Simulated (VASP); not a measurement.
# WCl4F2: relaxation of cell and atoms with PBE

The system is WCl4F2.

```
W Cl F
1.0
    -3.15000    4.10000    2.85000
     3.15000   -4.10000    2.85000
     3.15000    4.10000   -2.85000
W Cl F
1 4 2
Direct
  0.00000 0.00000 0.00000
  0.71900 0.97300 0.25400
  0.71900 0.46500 0.74600
  0.27700 0.00000 0.27700
  0.72300 0.00000 0.72300
  0.23000 0.43800 0.20800
  0.23000 0.02200 0.79200
```

| Item | Value |
| --- | --- |
| Program | VASP 6.6.1 |
| Task | relaxation of cell and atoms |
| Functional | PBE |
| Potentials or basis | VASP PAW PBE potentials, release 64 (W_sv, Cl, F) |
| Cutoff | 600 eV |
| k mesh | 3 × 3 × 3 |
| Occupations | gaussian, width 0.15 eV |
| Spin | no spin polarisation |
| Dipole correction | no |
| Further INCAR settings | ALGO = Normal; EDIFF = 1e-06; IBRION = 2; EDIFFG = -0.08; NSW = 36; ISIF = 3 |

```
Relaxed volume                        : 32.05 Å³/atom
Relaxed cell                          : a = 6.833 Å, b = 6.833 Å, c = 6.833 Å, α = 116.16°, β = 90.16°, γ = 123.80°
Space group after relaxing (to 0.1 Å) : Imm2 (No. 44)
Energy gained by relaxing             : 252.7 meV/atom
Ionic steps                           : 15
Pressure after relaxing               : -0.1 GPa
Largest force after relaxing          : 0.060 eV/Å
Band gap on the k mesh                : 2.00 eV
```

Forces in eV/Å, atoms in the order of the input:
```
W    0.000  0.000  0.051
Cl  -0.009  0.000 -0.035
Cl   0.009  0.000 -0.035
Cl   0.000  0.046  0.038
Cl   0.000 -0.046  0.038
F    0.025  0.000 -0.028
F   -0.025  0.000 -0.028
```

Stress tensor (GPa, compression positive):
```
-0.12  0.00  0.00
 0.00 -0.02  0.00
 0.00  0.00 -0.13
```

Step by step:
```tsv
step	energy change (eV)	largest force (eV/Å)	pressure (GPa)	volume (Å³)
1	0.0000	1.9742	10.66	147.23
2	-0.4781	3.0920	-4.34	179.11
3	-0.7141	2.1139	-0.18	165.60
4	-1.3594	0.8206	1.22	177.07
5	-1.4906	0.8010	2.93	185.28
6	-1.6478	1.0347	-1.52	209.37
7	-1.6561	0.7714	-0.78	204.39
8	-1.7265	0.3794	0.20	212.46
9	-1.7319	0.4620	0.56	215.38
10	-1.7622	0.1411	-0.28	225.44
11	-1.7630	0.1246	-0.17	224.02
12	-1.7663	0.1438	0.09	223.83
13	-1.7666	0.1889	0.19	223.75
14	-1.7684	0.0877	0.06	224.04
15	-1.7690	0.0599	-0.09	224.37
```

Final structure:
```
CELL_PARAMETERS angstrom
-3.61274 4.82458 3.21811
3.61274 -4.82458 3.21811
3.61274 4.82458 -3.21811
ATOMIC_POSITIONS crystal
W 0.99039 0.99039 0.00000
Cl 0.75120 0.98303 0.23183
Cl 0.75120 0.51938 0.76817
Cl 0.23270 0.99535 0.23735
Cl 0.75801 0.99535 0.76265
F 0.20725 0.38435 0.17710
F 0.20725 0.03014 0.82290
```

Levels at points of the mesh, in eV from the valence-band top:
```
           k point  band 26  band 27  band 28  band 29  band 30  band 31
(0.00, 0.00, 0.00)    -0.42     0.00     0.00     2.00     2.08     2.35
```

Wall time 20 min on 1 thread of Intel Xeon 8259CL, on a shared host, peak memory 0.33 GiB.

Caveat: the k points lie up to 0.39 Å⁻¹ apart in the final cell; the volume moved by over 15 % at a fixed basis, so the end points are rough; spin-orbit coupling is left out, which moves the levels of the heavy elements; this functional lacks dispersion, which binds layers or chains, so the pressure and a relaxed spacing across them are unreliable; the relaxation stopped at a loose force limit of 0.08 eV/Å, so its end isn't a converged minimum. A k mesh can miss the band edges.
